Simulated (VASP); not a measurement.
# S in VASP: single point with PBE

Aim: the single point of S with PBE.

All numbers are computed with VASP 6.6.1; they aren't measurements. Logs are shortened: lines on timing, memory, paths and dates and some standing lists are left out, and cuts for length are marked.

### 1 The cell of the first run

The cell holds a sheet with vacuum, 5 atoms: a = 5.877 Å, b = 5.877 Å, c = 14.000 Å, α = 90.00°, β = 90.00°, γ = 120.00°.

### 2 Single point, PBE

INCAR reads:

```
PREC = Accurate ; ENCUT = 520
EDIFF = 1E-7 ; ISMEAR = 0
SIGMA = 0.1 ; LREAL = F
LASPH = T ; NELM = 100
ALGO = Normal ; ISIF = 2
LWAVE = F ; LCHARG = F
LDIPOL = T ; IDIPOL = 3
DIPOL = 0.5 0.5 0.500 ; GGA = PE
NBANDS = 23
```

KPOINTS reads:

```
Automatic mesh
0
Gamma
  3 3 1
```

POSCAR reads:

```
S
1.0
    5.0897741400     -2.9385825000      0.0000000000
    0.0000000000      5.8771650000      0.0000000000
    0.0000000000      0.0000000000     14.0000000000
S
5
Direct
    0.0000000000      0.6666666700      0.5000000000
    0.6666666700      0.0000000000      0.5000000000
    0.0000000000      0.3333333300      0.5000000000
    0.6666666700      0.6666666700      0.5000000000
    0.3333333300      0.0000000000      0.5000000000
```

Potentials or basis: VASP PAW PBE potentials, release 64 (S).

The run is started by

```console
$ cat potpaw_PBE.64/S/POTCAR > POTCAR
$ mpirun -np 1 vasp_std > vasp.out
```

OUTCAR:

```text
PREC = Accurate
   ENCUT = 520
   EDIFF = 1E-7
   ISMEAR = 0
   LREAL = F
   LASPH = T
   NELM = 100
   ISIF = 2
   GGA = PE

 ion  position               nearest neighbor table
   1  0.000  0.667  0.500-   4 1.96   5 1.96   3 1.96
   2  0.667  0.000  0.500-   3 1.96   4 1.96   5 1.96
   3  0.000  0.333  0.500-   2 1.96   1 1.96
   4  0.667  0.667  0.500-   1 1.96   2 1.96
   5  0.333  0.000  0.500-   1 1.96   2 1.96

  LATTYP: Found a hexagonal cell.
 ALAT       =     5.8771649548
 C/A-ratio  =     2.3821009122

  Lattice vectors:

 A1 = (   5.0897741400,  -2.9385825000,   0.0000000000)
 A2 = (   0.0000000000,   5.8771650000,   0.0000000000)
 A3 = (   0.0000000000,   0.0000000000,  14.0000000000)

Analysis of symmetry for initial positions (statically):
=====================================================================
 Subroutine PRICEL returns:
 Original cell was already a primitive cell.

 Routine SETGRP: Setting up the symmetry group for a
 hexagonal supercell.

 Subroutine GETGRP returns: Found 12 space group operations
 (whereof  4 operations were pure point group operations)
 out of a pool of 24 trial point group operations.

The static configuration has the point symmetry C_2v.
 The point group associated with its full space group is D_3h.

Analysis of symmetry for dynamics (positions and initial velocities):
=====================================================================
 Subroutine PRICEL returns:
 Original cell was already a primitive cell.

 Routine SETGRP: Setting up the symmetry group for a
 hexagonal supercell.

 Subroutine GETGRP returns: Found 12 space group operations
 (whereof  4 operations were pure point group operations)
 out of a pool of 24 trial point group operations.

The dynamic configuration has the point symmetry C_2v.
 The point group associated with its full space group is D_3h.

 Subroutine INISYM returns: Found 12 space group operations
 (whereof  4 operations are pure point group operations),
 and found     1 'primitive' translations

----------------------------------------------------------------------------------------

                                     Primitive cell

  volume of cell :     418.7882

  direct lattice vectors                    reciprocal lattice vectors
     5.089774140 -2.938582500  0.000000000     0.196472372  0.000000000  0.000000000
     0.000000000  5.877165000  0.000000000     0.098236186  0.170150064  0.000000000
     0.000000000  0.000000000 14.000000000     0.000000000  0.000000000  0.071428571

  length of vectors
     5.877164955  5.877165000 14.000000000     0.196472372  0.196472371  0.071428571

  position of ions in fractional coordinates (direct lattice)
     0.000000000  0.666666670  0.500000000
     0.666666670  0.000000000  0.500000000
     0.000000000  0.333333330  0.500000000
     0.666666670  0.666666670  0.500000000
     0.333333330  0.000000000  0.500000000

  ion indices of the primitive-cell ions
   primitive index   ion index
                 1           1
                 2           2
                 3           3
                 4           4
                 5           5

----------------------------------------------------------------------------------------

 KPOINTS: Automatic mesh

Automatic generation of k-mesh.
 Grid dimensions read from file:
 generate k-points for:    3    3    1

 Generating k-lattice:

  Cartesian coordinates                     Fractional coordinates (reciprocal lattice)
     0.065490791  0.000000000  0.000000000     0.333333333  0.000000000  0.000000000
     0.032745395  0.056716688  0.000000000     0.000000000  0.333333333  0.000000000
     0.000000000  0.000000000  0.071428571     0.000000000  0.000000000  1.000000000

  Length of vectors
     0.065490791  0.065490790  0.071428571

  Shift w.r.t. Gamma in fractional coordinates (k-lattice)
     0.000000000  0.000000000  0.000000000

 Subroutine IBZKPT returns following result:
 ===========================================

 Found      3 irreducible k-points:

 Following reciprocal coordinates:
            Coordinates               Weight
  0.000000  0.000000  0.000000      1.000000
  0.333333  0.000000  0.000000      6.000000
  0.333333  0.333333  0.000000      2.000000
   k-points           NKPTS =      3   k-points in BZ     NKDIM =      3   number of bands    NBANDS=     23
   number of dos      NEDOS =    301   number of ions     NIONS =      5
   total plane-waves  NPLWV = 248832
   dimension x,y,z NGX =    48 NGY =   48 NGZ =  108
   dimension x,y,z NGXF=    96 NGYF=   96 NGZF=  216
   ions per type =               5
   NGX,Y,Z   is equivalent  to a cutoff of  13.58, 13.58, 12.82 a.u.
   NGXF,Y,Z  is equivalent  to a cutoff of  27.16, 27.16, 25.65 a.u.
 SYSTEM =  unknown system
   PREC   = accura    normal or accurate (medium, high low for compatibility)
   ISTART =      0    job   : 0-new  1-cont  2-samecut
   ICHARG =      2    charge: 1-file 2-atom 10-const
   ISPIN  =      1    spin polarized calculation?
   LNONCOLLINEAR =      F non collinear calculations
   LSORBIT =      F    spin-orbit coupling
   LASPH  =      T    aspherical Exc in radial PAW
   ENCUT  =  520.0 eV  38.22 Ry    6.18 a.u.  10.93 10.93 26.03*2*pi/ulx,y,z
   NELM   =    100;   NELMIN=  2; NELMDL= -5     # of ELM steps
   EDIFF  = 0.1E-06   stopping-criterion for ELM
   LREAL  =      F    real-space projection
   EDIFFG = 0.1E-05   stopping-criterion for IOM
   NSW    =      0    number of steps for IOM
   IBRION =     -1    ionic relax: 0-MD 1-quasi-New 2-CG
   NFREE  =      0    steps in history (QN), initial steepest desc. (CG)
   ISIF   =      2    stress and relaxation
   ISYM   =      2    0-nonsym 1-usesym 2-fastsym
   POTIM  = 0.5000    time-step for ionic-motion
   TEBEG  =    0.0;   TEEND  =   0.0 temperature during run
   PSTRESS=    0.0 pullay stress
   NELECT =      30.0000    total number of electrons
   NUPDOWN=      -1.0000    fix difference up-down
   EMIN   =  10.00;   EMAX   =-10.00  energy-range for DOS
   EFERMI =   0.00;   METHOD = LEGACY
   ISMEAR =     0;   SIGMA  =   0.10  broadening in eV -4-tet -1-fermi 0-gaus
   EFERMI_NEDOS =   21; number of points for ismear=-14 and -15
   IALGO  =     38    algorithm
   IMIX   =      4    mixing-type and parameters
     AMIX     =   0.40;   BMIX     =  1.00
     AMIX_MAG =   1.60;   BMIX_MAG =  1.00
  volume/ion in A,a.u.               =      83.76       565.22
  Fermi-wavevector in a.u.,A,eV,Ry     =   0.679908  1.284841  6.289640  0.462276
  Thomas-Fermi vector in A             =   1.758244
   LORBIT       =      0    0 simple, 1 ext, 2 COOP (PROOUT), +10 PAW based schemes
   GGA     = PE    functional components
   LHFCALC =     F    Hartree Fock is set to
   AEXX    =    0.0000 exact exchange contribution
   IVDW    =     0    specifies the selected vdW correction
   LEPSILON=     F    determine dielectric tensor
   LRPA    =     F    only Hartree local field effects (RPA)
 non-spin polarized calculation
 Gauss-broadening in eV      SIGMA  =   0.10
  energy-cutoff  :      520.00
  volume of cell :      418.79
 maximum number of plane-waves:     11287
 NGX is ok and might be reduce to    48
   NGX = 21   NGY = 21   NGZ = 53

 dipolmoment           0.000000      0.000000     -0.000000 electrons x Angstroem

 number of electron      29.9999999 magnetization

 dipolmoment           0.000000      0.000000      0.000000 electrons x Angstroem

 Free energy of the ion-electron system (eV)
  ---------------------------------------------------
  ext. energy  EPLUGINS =         0.00000000
  ---------------------------------------------------
  free energy    TOTEN  =       -14.30316981 eV

  energy without entropy =      -14.27779811  energy(sigma->0) =      -14.29048396

 E-fermi :  -2.3550     XC(G=0):  -2.8786

 val. band max:       -2.4273692123   @ k =   0.3333   0.0000   0.0000
 cond. band min:      -1.7450566224   @ k =   0.0000   0.0000   0.0000
 fundamental gap:      0.6823125899
 Fermi energy:        -2.3550164135

 k-point     1 :       0.0000    0.0000    0.0000
  band No.  band energies     occupation
      1     -21.2013      2.00000
      2     -18.3490      2.00000
      3     -17.1473      2.00000
      4     -17.1473      2.00000
      5     -11.5496      2.00000
      6     -11.5496      2.00000
      7     -10.4613      2.00000
      8      -8.6531      2.00000
      9      -6.3048      2.00000
     10      -6.3048      2.00000
     11      -5.8945      2.00000
     12      -4.9754      2.00000
     13      -4.9754      2.00000
     14      -2.7531      2.00000
     15      -1.7451      0.00000
     16      -1.7451      0.00000
     17      -0.9639      0.00000
     18       0.5024      0.00000
     19       1.0059      0.00000
     20       2.3097      0.00000
     21       2.7850      0.00000
     22       2.7919      0.00000
     23       2.7919      0.00000

 k-point     2 :       0.3333    0.0000    0.0000
  band No.  band energies     occupation
      1     -20.8506      2.00000
      2     -19.5123      2.00000
      3     -17.2661      2.00000
      4     -15.7257      2.00000
      5     -12.9169      2.00000
      6     -11.1368      2.00000
      7      -8.5297      2.00000
      8      -8.2984      2.00000
      9      -7.7296      2.00000
     10      -7.0144      2.00000
     11      -6.8863      2.00000
     12      -5.1555      2.00000
     13      -3.7292      2.00000
     14      -2.7188      2.00000
     15      -2.4274      1.69380
     16      -1.5287      0.00000
     17      -0.7510      0.00000
     18       0.3709      0.00000
     19       1.5165      0.00000
     20       2.3177      0.00000
     21       2.7803      0.00000
     22       2.8249      0.00000
     23       3.3621      0.00000

 k-point     3 :       0.3333    0.3333    0.0000
  band No.  band energies     occupation
      1     -20.2847      2.00000
      2     -20.2847      2.00000
      3     -17.4032      2.00000
      4     -14.2898      2.00000
      5     -14.2898      2.00000
      6     -10.7855      2.00000
      7      -8.4269      2.00000
      8      -7.7414      2.00000
      9      -7.7414      2.00000
     10      -7.2139      2.00000
     11      -7.2139      2.00000
     12      -5.3606      2.00000
     13      -3.2973      2.00000
     14      -3.2973      2.00000
     15      -2.4997      1.95930
     16      -2.4997      1.95930
     17      -1.1305      0.00000
     18       2.0263      0.00000
     19       2.3749      0.00000
     20       2.3749      0.00000
     21       3.0617      0.00000
     22       3.0617      0.00000
     23       3.2227      0.00000

------------------------ aborting loop because EDIFF is reached ----------------------------------------

 vacuum level on the upper side and lower side of the slab       (xc-potential included)        -0.097        -0.097

  FORCE on cell =-STRESS in cart. coord.  units (eV):
  Direction    XX          YY          ZZ          XY          YZ          ZX
  --------------------------------------------------------------------------------------
  -------------------------------------------------------------------------------------
  Total       24.7933814     24.7933819     -0.0384139      0.0000000      0.0000000      0.0000000
  in kB       94.8531838     94.8531857     -0.1469619      0.0000000      0.0000000      0.0000000
  external PRESSURE =      63.1864692 kB  Pullay stress =       0.0000000 kB

 VOLUME and BASIS-vectors are now :
 -----------------------------------------------------------------------------
  energy-cutoff  :      520.00
  volume of cell :      418.79
      direct lattice vectors                 reciprocal lattice vectors
     5.089774140 -2.938582500  0.000000000     0.196472372  0.000000000  0.000000000
     0.000000000  5.877165000  0.000000000     0.098236186  0.170150064  0.000000000
     0.000000000  0.000000000 14.000000000     0.000000000  0.000000000  0.071428571

 POSITION                                       TOTAL-FORCE (eV/Angst)
 -----------------------------------------------------------------------------------
      0.00000      3.91811      7.00000         0.000000      0.000000      0.000000
      3.39318     -1.95906      7.00000        -0.000000      0.000000      0.000000
      0.00000      1.95905      7.00000         3.011526     -1.738705     -0.000000
      3.39318      1.95906      7.00000        -3.011526     -1.738705      0.000000
      1.69659     -0.97953      7.00000        -0.000000      3.477410     -0.000000
 -----------------------------------------------------------------------------------
    total drift:                                0.000012      0.000009      0.000004

  FREE ENERGIE OF THE ION-ELECTRON SYSTEM (eV)
  ---------------------------------------------------
  free  energy   TOTEN  =       -14.3031698143 eV

  energy  without entropy=      -14.2777981103  energy(sigma->0) =      -14.29048396

 vacuum level on the upper side and lower side of the slab         2.275         2.275
```

Run time: 41 s. Hardware: 1 thread of Intel Xeon 6975P-C (Granite Rapids), shared host; peak memory 0.51 GiB.

What came out:

```yaml
Free_energy: -14.3032 eV
Largest_force: 3.477 eV/Å
Band_gap_on_the_k_mesh: zero (band 15 reaches -1.75 eV, above the bottom of band 16 at -2.50 eV)
```

Forces on the atoms (eV/Å):
```
S    0.000  0.000  0.000
S    0.000  0.000  0.000
S    3.012 -1.739  0.000
S   -3.012 -1.739  0.000
S    0.000  3.477  0.000
```

Caveat: the k points lie up to 0.41 Å⁻¹ apart.
